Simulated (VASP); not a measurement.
A run of VASP 6.6.1 is set up as follows.

Contents of INCAR:

```
SYSTEM = Zr2N
ALGO = Normal
EDIFF = 1E-7
ENCUT = 520
GGA = PS
ISIF = 2
ISMEAR = 0
LASPH = .True.
LCHARG = .False.
LREAL = .False.
LWAVE = .False.
NBANDS = 38
NELM = 60
PREC = Accurate
SIGMA = 0.15
```

File KPOINTS:

```
k-points
0
Gamma
  10 10 16
  0 0 0
```

POSCAR

```
Zr2N
1.0
    5.4436202233      0.0000000000      0.0000000000
    0.0000000000      5.4436202233      0.0000000000
    0.0000000000      0.0000000000      3.1847606206
Zr N
4 2
Direct
    0.2962523428      0.2962523428      0.0000000000
    0.7037476572      0.7037476572      0.0000000000
    0.7962523428      0.2037476572      0.5000000000
    0.2037476572      0.7962523428      0.5000000000
    0.0000000000      0.0000000000      0.0000000000
    0.5000000000      0.5000000000      0.5000000000
```

Potentials or basis: VASP PAW PBE potentials, release 64 (Zr_sv, N).

The run is started by

```sh
$ cat potpaw_PBE.64/Zr_sv/POTCAR potpaw_PBE.64/N/POTCAR > POTCAR
$ mpirun -np 1 vasp_std > vasp.out
```

(1) Predict the pressure.

(2) What does it give for the band gap on the k mesh?

(3) What does it give for the largest force?

Answers

(1) 0.6 GPa.

(2) zero (bands 29 and 30 overlap by 2.43 eV).

(3) 0.041 eV/Å.

Caveat: the stress differs along the axes, from -3 to 8 GPa; the PAW data sets were made with another functional, which shifts forces and pressure a little.
